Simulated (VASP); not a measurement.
# HfCuSi3 in VASP: further runs

The runs below take HfCuSi3 through relaxation of cell and atoms, with PBE.

All numbers are computed with VASP 6.6.1; they aren't measurements. Logs are shortened: lines on timing, memory, paths and dates and some standing lists are left out, and cuts for length are marked.

### Step 1. The cell of the first run

It takes space group P4mm (No. 99, tetragonal). The conventional cell has a = 4.028 Å, b = 4.028 Å, c = 4.079 Å, α = 90.00°, β = 90.00°, γ = 90.00°. Within 3.7 Å of Hf (site symmetry 4mm) lie 12 Si at 2.82 to 2.91 Å and 8 Cu at 3.47 to 3.54 Å. Si (site symmetry 4mm) has 2 Cu at 1.88 to 2.20 Å within 2.5 Å. Within 2.7 Å of Si (site symmetry 2mm) lie 2 Cu at 2.02 Å. Within 2.5 Å of Cu (site symmetry 4mm) lie 6 Si at 1.88 to 2.20 Å.

### Step 2. Relaxation of cell and atoms, PBE

INCAR reads:

```
SYSTEM = HfCuSi3
ALGO = Normal ; EDIFF = 1E-7
EDIFFG = -0.04 ; ENCUT = 600
GGA = PE ; IBRION = 2
ISIF = 3 ; ISMEAR = 0
LASPH = .True. ; LCHARG = .False.
LREAL = .False. ; LWAVE = .False.
NELM = 80 ; NSW = 90
PREC = Accurate ; SIGMA = 0.1
```

KPOINTS reads:

```
k-points
0
Gamma
  4 4 4
  0 0 0
```

POSCAR reads:

```
HfCuSi3
1.0
    4.0284477592      0.0000000000      0.0000000000
    0.0000000000      4.0284477592      0.0000000000
    0.0000000000      0.0000000000      4.0789295607
Hf Si Cu
1 3 1
Direct
    0.0000000000      0.0000000000      0.0000000000
    0.5000000000      0.5000000000      0.9750000000
    0.0000000000      0.5000000000      0.4850000000
    0.5000000000      0.0000000000      0.4850000000
    0.5000000000      0.5000000000      0.5150000000
```

Potentials or basis: VASP PAW PBE potentials, release 64 (Hf_pv, Si, Cu).

The run is started by

```bash
$ cat potpaw_PBE.64/Hf_pv/POTCAR potpaw_PBE.64/Si/POTCAR potpaw_PBE.64/Cu/POTCAR > POTCAR
$ mpirun -np 1 vasp_std > vasp.out
```

OUTCAR:

```text
SYSTEM = HfCuSi3
   EDIFF = 1E-7
   EDIFFG = -0.04
   ENCUT = 600
   GGA = PE
   IBRION = 2
   ISIF = 3
   ISMEAR = 0
   LASPH = .True.
   LREAL = .False.
   NELM = 80
   NSW = 90
   PREC = Accurate

 ion  position               nearest neighbor table
   1  0.000  0.000  0.000-   3 2.82   4 2.82   3 2.82   4 2.82   2 2.85   2 2.85   2 2.85   2 2.85
                             3 2.91   4 2.91   4 2.91   3 2.91
   2  0.500  0.500  0.975-   5 1.88   5 2.20   4 2.84   3 2.84   4 2.84   3 2.84   1 2.85   1 2.85
                             1 2.85   1 2.85   3 2.90   4 2.90   4 2.90   3 2.90
   3  0.000  0.500  0.485-   5 2.02   5 2.02   1 2.82   1 2.82   2 2.84   2 2.84   4 2.85   4 2.85
                             4 2.85   4 2.85   2 2.90   2 2.90   1 2.91   1 2.91
   4  0.500  0.000  0.485-   5 2.02   5 2.02   1 2.82   1 2.82   2 2.84   2 2.84   3 2.85   3 2.85
                             3 2.85   3 2.85   2 2.90   2 2.90   1 2.91   1 2.91
   5  0.500  0.500  0.515-   2 1.88   3 2.02   4 2.02   4 2.02   3 2.02   2 2.20

  LATTYP: Found a simple tetragonal cell.
 ALAT       =     4.0284477592
 C/A-ratio  =     1.0125313283

  Lattice vectors:

 A1 = (   4.0284477592,   0.0000000000,   0.0000000000)
 A2 = (   0.0000000000,   4.0284477592,   0.0000000000)
 A3 = (   0.0000000000,   0.0000000000,   4.0789295607)

Analysis of symmetry for initial positions (statically):
=====================================================================
 Subroutine PRICEL returns:
 Original cell was already a primitive cell.

 Routine SETGRP: Setting up the symmetry group for a
 simple tetragonal supercell.

 Subroutine GETGRP returns: Found  8 space group operations
 (whereof  8 operations were pure point group operations)
 out of a pool of 16 trial point group operations.

The static configuration has the point symmetry C_4v.

Analysis of symmetry for dynamics (positions and initial velocities):
=====================================================================
 Subroutine PRICEL returns:
 Original cell was already a primitive cell.

 Routine SETGRP: Setting up the symmetry group for a
 simple tetragonal supercell.

 Subroutine GETGRP returns: Found  8 space group operations
 (whereof  8 operations were pure point group operations)
 out of a pool of 16 trial point group operations.

The dynamic configuration has the point symmetry C_4v.

 Subroutine INISYM returns: Found  8 space group operations
 (whereof  8 operations are pure point group operations),
 and found     1 'primitive' translations

----------------------------------------------------------------------------------------

                                     Primitive cell

  volume of cell :      66.1945

  direct lattice vectors                    reciprocal lattice vectors
     4.028447759  0.000000000  0.000000000     0.248234571  0.000000000  0.000000000
     0.000000000  4.028447759  0.000000000     0.000000000  0.248234571  0.000000000
     0.000000000  0.000000000  4.078929561     0.000000000  0.000000000  0.245162361

  length of vectors
[... 76 lines left out ...]
   LNONCOLLINEAR =      F non collinear calculations
   LSORBIT =      F    spin-orbit coupling
   LASPH  =      T    aspherical Exc in radial PAW
   ENCUT  =  600.0 eV  44.10 Ry    6.64 a.u.   8.05  8.05  8.15*2*pi/ulx,y,z
   NELM   =     80;   NELMIN=  2; NELMDL= -5     # of ELM steps
   EDIFF  = 0.1E-06   stopping-criterion for ELM
   LREAL  =      F    real-space projection
   EDIFFG = -.4E-01   stopping-criterion for IOM
   NSW    =     90    number of steps for IOM
   IBRION =      2    ionic relax: 0-MD 1-quasi-New 2-CG
   NFREE  =      1    steps in history (QN), initial steepest desc. (CG)
   ISIF   =      3    stress and relaxation
   ISYM   =      2    0-nonsym 1-usesym 2-fastsym
   POTIM  = 0.5000    time-step for ionic-motion
   TEBEG  =    0.0;   TEEND  =   0.0 temperature during run
   PSTRESS=    0.0 pullay stress
   NELECT =      33.0000    total number of electrons
   NUPDOWN=      -1.0000    fix difference up-down
   EMIN   =  10.00;   EMAX   =-10.00  energy-range for DOS
   EFERMI =   0.00;   METHOD = LEGACY
   ISMEAR =     0;   SIGMA  =   0.10  broadening in eV -4-tet -1-fermi 0-gaus
   EFERMI_NEDOS =   21; number of points for ismear=-14 and -15
   IALGO  =     38    algorithm
   IMIX   =      4    mixing-type and parameters
     AMIX     =   0.40;   BMIX     =  1.00
     AMIX_MAG =   1.60;   BMIX_MAG =  1.00
  volume/ion in A,a.u.               =      13.24        89.34
  Fermi-wavevector in a.u.,A,eV,Ry     =   1.298092  2.453039 22.926411  1.685044
  Thomas-Fermi vector in A             =   2.429443
   LORBIT       =      0    0 simple, 1 ext, 2 COOP (PROOUT), +10 PAW based schemes
   GGA     = PE    functional components
   LHFCALC =     F    Hartree Fock is set to
   AEXX    =    0.0000 exact exchange contribution
   IVDW    =     0    specifies the selected vdW correction
   LEPSILON=     F    determine dielectric tensor
   LRPA    =     F    only Hartree local field effects (RPA)
 conjugate gradient relaxation of ions
 non-spin polarized calculation
 Gauss-broadening in eV      SIGMA  =   0.10
  energy-cutoff  :      600.00
  volume of cell :       66.19
 maximum number of plane-waves:      2272
   NGX = 17   NGY = 17   NGZ = 17

--------------------------------------- Ionic step        1  -------------------------------------------

 number of electron      33.0000000 magnetization

 Free energy of the ion-electron system (eV)
  ---------------------------------------------------
  ext. energy  EPLUGINS =         0.00000000
  ---------------------------------------------------
  free energy    TOTEN  =       -23.42190157 eV

  energy without entropy =      -23.41147151  energy(sigma->0) =      -23.41668654

 E-fermi :  10.8676     XC(G=0): -12.0989

 val. band max:       10.8496780297   @ k =   0.0000   0.0000   0.0000
 cond. band min:      10.9247307191   @ k =   0.0000   0.0000   0.0000
 fundamental gap:      0.0750526894
 Fermi energy:        10.8675657816
[... 943 lines left out ...]
  FREE ENERGIE OF THE ION-ELECTRON SYSTEM (eV)
  ---------------------------------------------------
  free  energy   TOTEN  =       -26.4991003557 eV

  energy  without entropy=      -26.4817666063  energy(sigma->0) =      -26.49043348

[... ionic steps 4 to 40 ...]

--------------------------------------- Ionic step       41  -------------------------------------------

 number of electron      33.0000018 magnetization

------------------------ aborting loop because EDIFF is reached ----------------------------------------
[... 73 lines left out ...]
--------------------------------------- Ionic step       43  -------------------------------------------

 number of electron      33.0000026 magnetization

 Free energy of the ion-electron system (eV)
  ---------------------------------------------------
  ext. energy  EPLUGINS =         0.00000000
  ---------------------------------------------------
  free energy    TOTEN  =       -30.01801541 eV

  energy without entropy =      -30.00396350  energy(sigma->0) =      -30.01098945

 E-fermi :   7.5681     XC(G=0): -11.0297

 val. band max:        7.5312410265   @ k =   0.2500   0.0000   0.2500
 cond. band min:       7.5777601676   @ k =   0.5000   0.5000   0.2500
 fundamental gap:      0.0465191412
 Fermi energy:         7.5680530023
[... 444 lines left out ...]
  FREE ENERGIE OF THE ION-ELECTRON SYSTEM (eV)
  ---------------------------------------------------
  free  energy   TOTEN  =       -30.0180154086 eV

  energy  without entropy=      -30.0039634962  energy(sigma->0) =      -30.01098945

 reached required accuracy - stopping structural energy minimisation
```

CONTCAR:

```text
HfCuSi3
   1.00000000000000
     3.7546689569072771    0.0000000000000000    0.0000000000000000
     0.0000000000000000    3.7546689569072771    0.0000000000000000
     0.0000000000000000    0.0000000000000000    5.8149471830930493
  Hf              Si              Cu
     1     3     1
Direct
     0.0000000000000000    0.0000000000000000    0.0166171378945624
     0.5000000000000000    0.5000000000000000    0.0409410721209546
     0.0000000000000000    0.5000000000000000    0.3775917834969695
     0.5000000000000000    0.0000000000000000    0.3775917834969695
     0.5000000000000000    0.5000000000000000    0.6472582229905447

  0.00000000E+00  0.00000000E+00  0.00000000E+00
  0.00000000E+00  0.00000000E+00  0.00000000E+00
  0.00000000E+00  0.00000000E+00  0.00000000E+00
  0.00000000E+00  0.00000000E+00  0.00000000E+00
  0.00000000E+00  0.00000000E+00  0.00000000E+00
```

Wall time 14 min (1 thread of Intel Xeon Platinum 8259CL at 2.50GHz (Skylake/Cascade Lake), shared host); peak memory 0.23 GiB.

Results:

* Free energy: -30.0180 eV
* Relaxed volume: 16.40 Å³/atom
* Relaxed cell: a = 3.755 Å, b = 3.755 Å, c = 5.815 Å, α = 90.00°, β = 90.00°, γ = 90.00°
* Space group after relaxing (to 0.1 Å): P4mm (No. 99)
* Energy gained by relaxing: 1319.2 meV/atom
* Ionic steps: 43
* Pressure after relaxing: 0.0 GPa
* Largest force after relaxing: 0.022 eV/Å
* Band gap on the k mesh: zero (an odd number of electrons rules out a gap without spin polarisation)

Forces on the atoms (eV/Å):
```
Hf   0.000  0.000  0.020
Si   0.000  0.000 -0.022
Si   0.000  0.000 -0.008
Si   0.000  0.000 -0.008
Cu   0.000  0.000  0.018
```

Step by step:
```tsv
step	energy change (eV)	largest force (eV/Å)	pressure (GPa)	volume (Å³)
1	0.0000	5.9919	53.73	66.19
3	-3.0772	2.2087	1.62	87.93
5	-3.0827	2.1419	2.70	86.91
7	-3.2365	0.5796	-1.96	90.72
9	-3.3606	1.6889	5.07	84.72
11	-3.3764	2.2452	8.03	82.78
13	-3.4630	2.6262	9.83	81.63
15	-3.8291	4.3422	16.91	76.98
17	-4.0270	6.4469	26.06	72.24
19	-4.1893	6.8340	27.97	71.26
21	-4.5021	7.0384	30.46	69.94
23	-5.5769	3.7601	22.75	71.69
25	-5.6936	2.9520	20.60	72.79
27	-6.3706	1.6412	8.07	77.45
29	-6.5604	0.6275	-1.11	82.48
31	-6.5730	0.5707	-0.37	81.95
33	-6.5939	0.1169	0.34	81.45
35	-6.5943	0.0884	0.20	81.55
37	-6.5944	0.0933	-0.56	82.17
39	-6.5952	0.0620	-0.12	81.84
41	-6.5955	0.0490	0.09	81.77
43	-6.5961	0.0218	0.05	81.98
```

Final structure:
```
CELL_PARAMETERS angstrom
3.75467 0.00000 0.00000
0.00000 3.75467 0.00000
0.00000 0.00000 5.81495
ATOMIC_POSITIONS crystal
Hf 0.00000 0.00000 0.01662
Si 0.50000 0.50000 0.04094
Si 0.00000 0.50000 0.37759
Si 0.50000 0.00000 0.37759
Cu 0.50000 0.50000 0.64726
```

Caveat: the k points lie up to 0.42 Å⁻¹ apart in the final cell, too coarse for converged energies and pressures of a metal; the volume moved by over 15 % at a fixed basis, so the end points are rough; spin-orbit coupling is left out, which moves the levels of the heavy elements.

### Step 3. Relaxation of cell and atoms, PBE

This run uses another cell than the first one, of 17.71 Å³/atom.

INCAR reads:

```
PREC = Accurate ; ENCUT = 600
EDIFF = 1E-6 ; ISMEAR = 0
SIGMA = 0.1 ; LREAL = False
LASPH = True ; NELM = 60
ALGO = Normal ; ISIF = 3
LWAVE = False ; LCHARG = False
GGA = PE ; IBRION = 2
NSW = 100 ; EDIFFG = -0.01
```

KPOINTS reads:

```
Automatic mesh
0
Gamma
  8 8 8
```

POSCAR reads:

```
HfCuSi3
1.0
    4.4571552628      0.0000000000      0.0000000000
    0.0000000000      4.4571552628      0.0000000000
    0.0000000000      0.0000000000      4.4571552628
Hf Si Cu
1 3 1
Direct
    0.0000000000      0.0000000000      0.0000000000
    0.0000000000      0.5000000000      0.5000000000
    0.5000000000      0.0000000000      0.5000000000
    0.5000000000      0.5000000000      0.0000000000
    0.5000000000      0.5000000000      0.5000000000
```

Potentials or basis: VASP PAW PBE potentials, release 64 (Hf_pv, Si, Cu).

The run is started by

```bash
$ cat potpaw_PBE.64/Hf_pv/POTCAR potpaw_PBE.64/Si/POTCAR potpaw_PBE.64/Cu/POTCAR > POTCAR
$ mpirun -np 1 vasp_std > vasp.out
```

OUTCAR:

```text
PREC = Accurate
   ENCUT = 600
   EDIFF = 1E-6
   ISMEAR = 0
   LREAL = False
   LASPH = True
   NELM = 60
   ISIF = 3
   GGA = PE
   IBRION = 2
   NSW = 100
   EDIFFG = -0.01

 ion  position               nearest neighbor table
   1  0.000  0.000  0.000-   2 3.15   3 3.15   4 3.15   2 3.15   3 3.15   2 3.15   4 3.15   2 3.15
                             3 3.15   4 3.15   3 3.15   4 3.15
   2  0.000  0.500  0.500-   5 2.23   5 2.23   1 3.15   1 3.15   1 3.15   1 3.15
   3  0.500  0.000  0.500-   5 2.23   5 2.23   1 3.15   1 3.15   1 3.15   1 3.15
   4  0.500  0.500  0.000-   5 2.23   5 2.23   1 3.15   1 3.15   1 3.15   1 3.15
   5  0.500  0.500  0.500-   2 2.23   3 2.23   4 2.23   4 2.23   3 2.23   2 2.23

  LATTYP: Found a simple cubic cell.
 ALAT       =     4.4571552628

  Lattice vectors:
[... 264 lines left out ...]

 number of electron      33.0000019 magnetization

 Free energy of the ion-electron system (eV)
  ---------------------------------------------------
  ext. energy  EPLUGINS =         0.00000000
  ---------------------------------------------------
  free energy    TOTEN  =       -26.74470760 eV

  energy without entropy =      -26.72759550  energy(sigma->0) =      -26.73615155

 E-fermi :   7.1007     XC(G=0): -10.7512

 val. band max:        7.0390733849   @ k =   0.5000   0.5000   0.1250
 cond. band min:       7.1148185481   @ k =   0.2500   0.1250   0.1250
 fundamental gap:      0.0757451631
 Fermi energy:         7.1007200365

 k-point     1 :       0.0000    0.0000    0.0000
  band No.  band energies     occupation
      1     -24.9368      2.00000
      2     -24.9368      2.00000
      3     -24.9368      2.00000
      4      -4.8460      2.00000
      5      -0.2449      2.00000
      6      -0.2449      2.00000
[... 541 lines left out ...]
     19       8.1446      0.00000
     20       8.5734      0.00000

 [... further k-points ...]
[... 5 lines left out ...]
  --------------------------------------------------------------------------------------
  -------------------------------------------------------------------------------------
  Total        0.0230352      0.0230352      0.0230352      0.0000000      0.0000000     -0.0000000
  in kB        0.4124858      0.4124858      0.4124858      0.0000000      0.0000000     -0.0000000
  external PRESSURE =       0.4124858 kB  Pullay stress =       0.0000000 kB
[... 20 lines left out ...]
  FREE ENERGIE OF THE ION-ELECTRON SYSTEM (eV)
  ---------------------------------------------------
  free  energy   TOTEN  =       -26.7447075998 eV

  energy  without entropy=      -26.7275955033  energy(sigma->0) =      -26.73615155

 reached required accuracy - stopping structural energy minimisation
```

OSZICAR:

```text
N       E                     dE             d eps       ncg     rms          rms(c)
DAV:   1     0.201847196206E+03    0.20185E+03   -0.16011E+04  1400   0.187E+03
[... 26 lines left out ...]
DAV:   1    -0.267635298669E+02   -0.20153E-01   -0.37075E-01  1548   0.146E+01    0.114E+00
DAV:   2    -0.267585363634E+02    0.49935E-02   -0.32446E-01  1836   0.184E+01    0.695E-01
DAV:   3    -0.267453789326E+02    0.13157E-01   -0.95524E-02  1860   0.977E+00    0.226E-01
DAV:   4    -0.267449605865E+02    0.41835E-03   -0.50202E-03  1732   0.453E-01    0.128E-01
DAV:   5    -0.267447320116E+02    0.22857E-03   -0.18999E-03  2100   0.120E+00    0.372E-02
DAV:   6    -0.267447115545E+02    0.20457E-04   -0.39602E-04  2252   0.443E-01    0.233E-02
DAV:   7    -0.267447066859E+02    0.48686E-05   -0.41573E-05  2324   0.156E-01    0.833E-03
DAV:   8    -0.267447075998E+02   -0.91384E-06   -0.46470E-06  1712   0.203E-02
   3 F= -.26744708E+02 E0= -.26736152E+02  d E =-.298311E-02
```

CONTCAR:

```text
HfCuSi3
   1.00000000000000
     4.4726430142888702    0.0000000000000000   -0.0000000000000000
     0.0000000000000000    4.4726430142888702    0.0000000000000000
     0.0000000000000000    0.0000000000000000    4.4726430142888702
  Hf              Si              Cu
     1     3     1
Direct
     0.0000000000000000    0.0000000000000000    0.0000000000000000
     0.0000000000000000    0.5000000000000000    0.5000000000000000
     0.5000000000000000    0.0000000000000000    0.5000000000000000
     0.5000000000000000    0.5000000000000000    0.0000000000000000
     0.5000000000000000    0.5000000000000000    0.5000000000000000

  0.00000000E+00  0.00000000E+00  0.00000000E+00
  0.00000000E+00  0.00000000E+00  0.00000000E+00
  0.00000000E+00  0.00000000E+00  0.00000000E+00
  0.00000000E+00  0.00000000E+00  0.00000000E+00
  0.00000000E+00  0.00000000E+00  0.00000000E+00
```

Run time: 2.6 min. Hardware: 1 thread of Intel Xeon Platinum 8259CL at 2.50GHz (Skylake/Cascade Lake), shared host; peak memory 0.27 GiB.

What came out:

```yaml
Free_energy: -26.7447 eV
Relaxed_volume: 17.89 Å³/atom
Relaxed_cell: a = 4.473 Å, b = 4.473 Å, c = 4.473 Å, α = 90.00°, β = 90.00°, γ = 90.00°
Space_group_after_relaxing_to_0.1_Å: Pm-3m (No. 221)
Energy_gained_by_relaxing: 0.6 meV/atom
Ionic_steps: 3
Pressure_after_relaxing: 0.0 GPa
Band_gap_on_the_k_mesh: zero (an odd number of electrons rules out a gap without spin polarisation)
```

Step by step:
```csv
step,energy change (eV),largest force (eV/Å),pressure (GPa),volume (Å³)
1,0.0000,0.0000,1.14,88.55
2,-0.0017,0.0000,-0.66,90.17
3,-0.0030,0.0000,0.04,89.47
```

Final structure:
```
Hf Si Cu
1.0
     4.47264    0.00000    0.00000
     0.00000    4.47264    0.00000
     0.00000    0.00000    4.47264
Hf Si Cu
1 3 1
Direct
  0.00000 0.00000 0.00000
  0.00000 0.50000 0.50000
  0.50000 0.00000 0.50000
  0.50000 0.50000 0.00000
  0.50000 0.50000 0.50000
```

Levels at points of the mesh, in eV from the Fermi level:
| k point | band 14 | band 15 | band 16 | band 17 | band 18 | band 19 | band 20 |
| --- | --- | --- | --- | --- | --- | --- | --- |
| (0.00, 0.00, 0.00) | -3.32 | -1.38 | 0.41 | 0.41 | 0.41 | 1.31 | 1.31 |
| (0.50, 0.00, 0.00) | -2.50 | -1.18 | -0.59 | -0.37 | -0.37 | 0.55 | 0.84 |
| (0.50, 0.50, 0.00) | -1.56 | -1.56 | -1.36 | -0.21 | -0.21 | 0.65 | 1.13 |
| (0.50, 0.50, 0.50) | -2.79 | -2.79 | -1.30 | 1.55 | 1.55 | 2.02 | 2.02 |

Caveat: spin-orbit coupling is left out, which moves the levels of the heavy elements.
